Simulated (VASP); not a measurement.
# InSb (Pmmn) in VASP: notebook

The runs below take InSb through electric field gradients, with LDA.

All numbers are computed with VASP 6.6.1; they aren't measurements. Logs are shortened: lines on timing, memory, paths and dates and some standing lists are left out, and cuts for length are marked.

### Step 1. The cell of the first run

Symmetry: Pmmn, No. 59, orthorhombic system. Conventional cell: a = 5.427 Å, b = 5.787 Å, c = 3.103 Å, α = 90.00°, β = 90.00°, γ = 90.00°. Within 3.6 Å of In (site symmetry mm2) lie 4 Sb at 2.76 to 2.94 Å and 2 In at 3.10 Å. Within 3.6 Å of Sb (site symmetry mm2) lie 4 In at 2.76 to 2.94 Å and 2 Sb at 3.10 Å.

### Step 2. Electric field gradients, LDA (volume scaled by 1.04)

Input file INCAR:

```
  PREC = Accurate
  ENCUT = 520
  EDIFF = 1E-8
  ISMEAR = -1
  SIGMA = 0.08
  LREAL = F
  LASPH = T
  NELM = 60
  ALGO = Normal
  ISIF = 2
  LWAVE = F
  LCHARG = F
  LEFG = T
  NBANDS = 26
```

Input file KPOINTS:

```
regular mesh
0
Gamma
  6 6 11
```

Input file POSCAR:

```
InSb
1.0
    5.4274949263      0.0000000000      0.0000000000
    0.0000000000      5.7871665146      0.0000000000
    0.0000000000      0.0000000000      3.1033072539
In Sb
2 2
Direct
    0.0000000000      0.0000000000      0.0000000000
    0.5000000000      0.5000000000      0.0000000000
    0.5000000000      0.0000000000      0.8350000000
    0.0000000000      0.5000000000      0.1650000000
```

Potentials or basis: VASP PAW LDA potentials, release 64 (In_d, Sb).

On the command line:

```console
$ cat potpaw_LDA.64/In_d/POTCAR potpaw_LDA.64/Sb/POTCAR > POTCAR
$ mpirun -np 1 vasp_std > vasp.out
```

OUTCAR:

```text
PREC = Accurate
   ENCUT = 520
   EDIFF = 1E-8
   ISMEAR = -1
   LREAL = F
   LASPH = T
   NELM = 60
   ISIF = 2

 ion  position               nearest neighbor table
   1  0.000  0.000  0.000-   3 2.76   3 2.76   4 2.94   4 2.94   3 3.75   3 3.75   4 3.88   4 3.88
                             2 3.97   2 3.97   2 3.97   2 3.97
   2  0.500  0.500  0.000-   4 2.76   4 2.76   3 2.94   3 2.94   4 3.75   4 3.75   3 3.88   3 3.88
                             1 3.97   1 3.97   1 3.97   1 3.97
   3  0.500  0.000  0.835-   1 2.76   1 2.76   2 2.94   2 2.94   1 3.75   1 3.75   2 3.88   2 3.88

   4  0.000  0.500  0.165-   2 2.76   2 2.76   1 2.94   1 2.94   2 3.75   2 3.75   1 3.88   1 3.88

  LATTYP: Found a simple orthorhombic cell.
 ALAT       =     3.1033072539
 B/A-ratio  =     1.7489389488
 C/A-ratio  =     1.8648383937

  Lattice vectors:

 A1 = (   0.0000000000,   0.0000000000,   3.1033072539)
 A2 = (   5.4274949263,   0.0000000000,   0.0000000000)
 A3 = (   0.0000000000,   5.7871665146,   0.0000000000)

Analysis of symmetry for initial positions (statically):
=====================================================================
 Subroutine PRICEL returns:
 Original cell was already a primitive cell.

 Routine SETGRP: Setting up the symmetry group for a
 simple orthorhombic supercell.

 Subroutine GETGRP returns: Found  8 space group operations
 (whereof  4 operations were pure point group operations)
 out of a pool of  8 trial point group operations.

The static configuration has the point symmetry C_2v.
 The point group associated with its full space group is D_2h.

Analysis of symmetry for dynamics (positions and initial velocities):
=====================================================================
 Subroutine PRICEL returns:
 Original cell was already a primitive cell.

 Routine SETGRP: Setting up the symmetry group for a
 simple orthorhombic supercell.

 Subroutine GETGRP returns: Found  8 space group operations
 (whereof  4 operations were pure point group operations)
 out of a pool of  8 trial point group operations.

The dynamic configuration has the point symmetry C_2v.
 The point group associated with its full space group is D_2h.

 Subroutine INISYM returns: Found  8 space group operations
 (whereof  4 operations are pure point group operations),
[... 139 lines left out ...]
 Free energy of the ion-electron system (eV)
  ---------------------------------------------------
  ext. energy  EPLUGINS =         0.00000000
  ---------------------------------------------------
  free energy    TOTEN  =       -15.71751412 eV

  energy without entropy =      -15.68691464  energy(sigma->0) =      -15.70221438

 E-fermi :   8.7968     XC(G=0): -10.7394

 val. band max:        8.7810165351   @ k =   0.1667   0.3333   0.4545
 cond. band min:       8.8480298982   @ k =   0.3333   0.1667   0.4545
 fundamental gap:      0.0670133631
 Fermi energy:         8.7967706030

 k-point     1 :       0.0000    0.0000    0.0000
  band No.  band energies     occupation
      1      -6.3100      2.00000
      2      -6.2991      2.00000
      3      -6.1794      2.00000
      4      -5.9873      2.00000
      5      -5.9756      2.00000
      6      -5.8451      2.00000
[... 685 lines left out ...]
     25      15.7569      0.00000
     26      15.7569      0.00000

 [... further k-points ...]
[... 5 lines left out ...]
  --------------------------------------------------------------------------------------
  -------------------------------------------------------------------------------------
  Total       10.6087594      3.1675866      0.5273982      0.0000000      0.0000000      0.0000000
  in kB      174.3753141     52.0653621      8.6688012      0.0000000      0.0000000      0.0000000
  external PRESSURE =      78.3698258 kB  Pullay stress =       0.0000000 kB

 VOLUME and BASIS-vectors are now :
 -----------------------------------------------------------------------------
  energy-cutoff  :      520.00
  volume of cell :       97.47
      direct lattice vectors                 reciprocal lattice vectors
     5.427494926  0.000000000  0.000000000     0.184247063  0.000000000  0.000000000
     0.000000000  5.787166515  0.000000000     0.000000000  0.172796134  0.000000000
     0.000000000  0.000000000  3.103307254     0.000000000  0.000000000  0.322236865

 POSITION                                       TOTAL-FORCE (eV/Angst)
 -----------------------------------------------------------------------------------
      0.00000      0.00000      0.00000         0.000000      0.000000      0.221468
      2.71375      2.89358      0.00000         0.000000      0.000000     -0.221468
      2.71375      0.00000      2.59126         0.000000      0.000000     -0.513479
      0.00000      2.89358      0.51205         0.000000      0.000000      0.513479
 -----------------------------------------------------------------------------------
    total drift:                               -0.000000      0.000000     -0.000000

  FREE ENERGIE OF THE ION-ELECTRON SYSTEM (eV)
  ---------------------------------------------------
  free  energy   TOTEN  =       -15.7175141208 eV

  energy  without entropy=      -15.6869146444  energy(sigma->0) =      -15.70221438

 Electric field gradients (V/A^2)
---------------------------------------------------------------------
 ion       V_xx      V_yy      V_zz      V_xy      V_xz      V_yz
---------------------------------------------------------------------
   1     -82.590    11.756    70.834    -0.000     0.000    -0.000
   2     -82.590    11.756    70.834     0.000     0.000    -0.000
   3     -80.290   -75.174   155.463    -0.000     0.000    -0.000
   4     -80.290   -75.174   155.463     0.000    -0.000     0.000
---------------------------------------------------------------------

 Electric field gradients after diagonalization (V/A^2)
 (convention: |V_zz| > |V_xx| > |V_yy|)
----------------------------------------------------------------------
 ion       V_xx      V_yy      V_zz     asymmetry (V_yy - V_xx)/ V_zz
----------------------------------------------------------------------
   1      70.834    11.756   -82.590       0.715
   2      70.834    11.756   -82.590       0.715
   3     -80.290   -75.174   155.463       0.033
   4     -80.290   -75.174   155.463       0.033
----------------------------------------------------------------------

           NMR quadrupolar parameters

 Cq : quadrupolar parameter    Cq=e*Q*V_zz/h
 eta: asymmetry parameters     (V_yy - V_xx)/ V_zz
 Q  : nuclear electric quadrupole moment in mb (millibarn)
----------------------------------------------------------------------
 ion       Cq(MHz)       eta       Q (mb)
----------------------------------------------------------------------
   1      -0.200       0.715       1.000
   2      -0.200       0.715       1.000
   3       0.376       0.033       1.000
   4       0.376       0.033       1.000
----------------------------------------------------------------------
```

It took 2.2 min on 1 thread of AMD EPYC 9R45 (Zen 5), shared host; peak memory 0.29 GiB.

Results:

```yaml
Free_energy: -15.7175 eV
Pressure: 7.8 GPa
Largest_force: 0.513 eV/Å
Band_gap_on_the_k_mesh: zero (band 18 reaches 10.36 eV, above the bottom of band 19 at 7.25 eV)
```

Forces on the atoms (eV/Å):
```
In   0.000  0.000  0.221
In   0.000  0.000 -0.221
Sb   0.000  0.000 -0.513
Sb   0.000  0.000  0.513
```

Levels at points of the mesh, in eV from the Fermi level:
```
           k point  band 14  band 15  band 16  band 17  band 18  band 19  band 20  band 21  band 22  band 23
(0.00, 0.00, 0.00)    -5.56    -5.49    -2.83    -2.82    -2.08     3.20     4.13     4.16     6.11     7.11
(0.50, 0.00, 0.00)    -6.66    -4.22    -4.22     0.96     0.96     4.09     4.09     4.49     4.49     6.49
(0.00, 0.50, 0.00)    -5.84    -4.42    -4.42    -0.35    -0.35     3.68     3.68     4.34     4.34     6.40
(0.50, 0.50, 0.00)    -8.35    -0.40    -0.40     1.32     1.32     2.38     2.38     2.59     2.59     4.46
```

Electric field gradients, principal values (V/Å²):
| atom | least | middle | greatest (by size) |
| --- | --- | --- | --- |
| 1 In | 11.756 | 70.834 | -82.590 |
| 2 In | 11.756 | 70.834 | -82.590 |
| 3 Sb | -75.174 | -80.290 | 155.463 |
| 4 Sb | -75.174 | -80.290 | 155.463 |

Caveat: without QUAD_EFG the Cq values of the log hold for a quadrupole moment of 1 mb, not for the nuclei; spin-orbit coupling is left out, which moves the levels of the heavy elements.

### Step 3. Electric field gradients, LDA (volume scaled by 1.04)

Input file INCAR:

```
PREC     = Accurate       # precision mode
ENCUT    = 520            # plane-wave cutoff, eV
EDIFF    = 1E-8           # SCF threshold, eV
ISMEAR   = -1             # smearing method
SIGMA    = 0.08           # smearing width, eV
LREAL    = False          # projectors in reciprocal space
LASPH    = True           # aspherical terms in the spheres
NELM     = 80             # most SCF steps
ALGO     = Normal         # electronic algorithm
ISIF     = 2              # what is computed and relaxed
LWAVE    = False          # write WAVECAR
LCHARG   = False          # write CHGCAR
GGA      = CA             # functional
LEFG     = True         
NBANDS   = 26             # bands
```

KPOINTS is that of step 2.

POSCAR is that of step 2.

Potentials or basis: VASP PAW LDA potentials, release 64 (In_d, Sb).

On the command line:

```console
$ cat potpaw_LDA.64/In_d/POTCAR potpaw_LDA.64/Sb/POTCAR > POTCAR
$ mpirun -np 1 vasp_std > vasp.out
```

OUTCAR:

```text
PREC = Accurate
   ENCUT = 520
   EDIFF = 1E-8
   ISMEAR = -1
   LREAL = False
   LASPH = True
   NELM = 80
   ISIF = 2
   GGA = CA

 ion  position               nearest neighbor table
   1  0.000  0.000  0.000-   3 2.76   3 2.76   4 2.94   4 2.94   3 3.75   3 3.75   4 3.88   4 3.88
                             2 3.97   2 3.97   2 3.97   2 3.97
   2  0.500  0.500  0.000-   4 2.76   4 2.76   3 2.94   3 2.94   4 3.75   4 3.75   3 3.88   3 3.88
                             1 3.97   1 3.97   1 3.97   1 3.97
   3  0.500  0.000  0.835-   1 2.76   1 2.76   2 2.94   2 2.94   1 3.75   1 3.75   2 3.88   2 3.88

   4  0.000  0.500  0.165-   2 2.76   2 2.76   1 2.94   1 2.94   2 3.75   2 3.75   1 3.88   1 3.88

  LATTYP: Found a simple orthorhombic cell.
[... 932 lines left out ...]
   1     -82.590    11.756    70.834    -0.000     0.000    -0.000
   2     -82.590    11.756    70.834     0.000     0.000    -0.000
   3     -80.290   -75.174   155.463    -0.000     0.000    -0.000
   4     -80.290   -75.174   155.463     0.000    -0.000     0.000
---------------------------------------------------------------------

 Electric field gradients after diagonalization (V/A^2)
 (convention: |V_zz| > |V_xx| > |V_yy|)
----------------------------------------------------------------------
 ion       V_xx      V_yy      V_zz     asymmetry (V_yy - V_xx)/ V_zz
----------------------------------------------------------------------
   1      70.834    11.756   -82.590       0.715
   2      70.834    11.756   -82.590       0.715
   3     -80.290   -75.174   155.463       0.033
   4     -80.290   -75.174   155.463       0.033
----------------------------------------------------------------------

           NMR quadrupolar parameters

 Cq : quadrupolar parameter    Cq=e*Q*V_zz/h
 eta: asymmetry parameters     (V_yy - V_xx)/ V_zz
 Q  : nuclear electric quadrupole moment in mb (millibarn)
----------------------------------------------------------------------
 ion       Cq(MHz)       eta       Q (mb)
----------------------------------------------------------------------
   1      -0.200       0.715       1.000
   2      -0.200       0.715       1.000
   3       0.376       0.033       1.000
   4       0.376       0.033       1.000
----------------------------------------------------------------------
```

OSZICAR:

```text
N       E                     dE             d eps       ncg     rms          rms(c)
DAV:   1     0.297308729304E+03    0.29731E+03   -0.15784E+04  4992   0.155E+03
DAV:   2     0.108880842149E+02   -0.28642E+03   -0.27984E+03  5152   0.377E+02
DAV:   3    -0.148480830825E+02   -0.25736E+02   -0.25229E+02  6316   0.128E+02
DAV:   4    -0.158261190604E+02   -0.97804E+00   -0.97482E+00  5910   0.258E+01
DAV:   5    -0.158826416529E+02   -0.56523E-01   -0.56516E-01  7818   0.575E+00    0.656E+00
DAV:   6    -0.157488784631E+02    0.13376E+00   -0.22037E-01  6878   0.733E+00    0.357E+00
DAV:   7    -0.157201514258E+02    0.28727E-01   -0.89823E-02  7150   0.321E+00    0.655E-01
DAV:   8    -0.157177452302E+02    0.24062E-02   -0.11582E-02  6524   0.132E+00    0.408E-01
DAV:   9    -0.157175225578E+02    0.22267E-03   -0.92637E-04  6414   0.174E-01    0.112E-01
DAV:  10    -0.157175148463E+02    0.77115E-05   -0.52162E-05  6902   0.738E-02    0.451E-02
DAV:  11    -0.157175143614E+02    0.48496E-06   -0.60184E-06  6414   0.244E-02    0.220E-02
DAV:  12    -0.157175141287E+02    0.23269E-06   -0.75031E-07  6458   0.616E-03    0.518E-03
DAV:  13    -0.157175141248E+02    0.38608E-08   -0.13283E-07  6932   0.375E-03    0.769E-04
DAV:  14    -0.157175141208E+02    0.40573E-08   -0.15547E-08  3796   0.772E-04
   1 F= -.15717514E+02 E0= -.15702214E+02  d E =-.305995E-01
```

stdout:

```text
POSCAR found type information on POSCAR InSb
 POSCAR found :  2 types and       4 ions
 scaLAPACK will be used
 LDA part: xc-table for (Slater(with rela. corr.)+CA(PZ))
 , standard interpolation
 POSCAR, INCAR and KPOINTS ok, starting setup
 FFT: planning ... GRIDC
 FFT: planning ... GRID_SOFT
 FFT: planning ... GRID
 WAVECAR not read
 entering main loop
ion   1

ion   2

ion   3

ion   4
```

It took 1.9 min on 1 thread of AMD EPYC 9R45 (Zen 5), shared host; peak memory 0.29 GiB.

What came out:

- Free energy: -15.7175 eV
- Pressure: 7.8 GPa
- Largest force: 0.513 eV/Å
- Band gap on the k mesh: zero (band 18 reaches 10.36 eV, above the bottom of band 19 at 7.25 eV)

Forces in eV/Å, atoms in the order of the input:
```
In   0.000  0.000  0.221
In   0.000  0.000 -0.221
Sb   0.000  0.000 -0.513
Sb   0.000  0.000  0.513
```

Stress tensor (GPa, compression positive):
```
17.44  0.00  0.00
 0.00  5.21  0.00
 0.00  0.00  0.87
```

Electric field gradients, principal values (V/Å²):
```csv
atom,least,middle,greatest (by size)
1 In,11.756,70.834,-82.590
2 In,11.756,70.834,-82.590
3 Sb,-75.174,-80.290,155.463
4 Sb,-75.174,-80.290,155.463
```

Caveat: without QUAD_EFG the Cq values of the log hold for a quadrupole moment of 1 mb, not for the nuclei; spin-orbit coupling is left out, which moves the levels of the heavy elements.

(Part 1 of 3 ends here.)
